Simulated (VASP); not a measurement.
Input of a VASP 6.6.1 run:

Contents of INCAR:

```
PREC     = Accurate       # precision mode
ENCUT    = 520            # plane-wave cutoff, eV
EDIFF    = 1E-6           # SCF threshold, eV
ISMEAR   = 0              # smearing method
SIGMA    = 0.1            # smearing width, eV
LREAL    = False          # projectors in reciprocal space
LASPH    = True           # aspherical terms in the spheres
NELM     = 60             # most SCF steps
ALGO     = Fast           # electronic algorithm
ISIF     = 2              # what is computed and relaxed
LWAVE    = False          # write WAVECAR
LCHARG   = False          # write CHGCAR
GGA      = PE             # functional
NBANDS   = 13             # bands
```

The input KPOINTS:

```
regular mesh
0
Gamma
  24 24 24
```

POSCAR

```
W
1.0
    0.0000000000      2.2513372169      2.2511540154
    1.5918374235      0.0000000000      2.2511540154
    1.5918374235      2.2513372169      0.0000000000
W
1
Direct
    0.0000000000      0.0000000000      0.0000000000
```

Potentials or basis: VASP PAW PBE potentials, release 64 (W_sv).

Launch:

```console
$ cat potpaw_PBE.64/W_sv/POTCAR > POTCAR
$ mpirun -np 1 vasp_std > vasp.out
```

(1) Estimate the pressure.

(2) Predict the band gap on the k mesh.

## Answers

(1) 0.5 GPa.

(2) zero (band 7 reaches 16.22 eV, above the bottom of band 8 at 9.99 eV).

Caveat: spin-orbit coupling is left out, which moves the levels of the heavy elements.
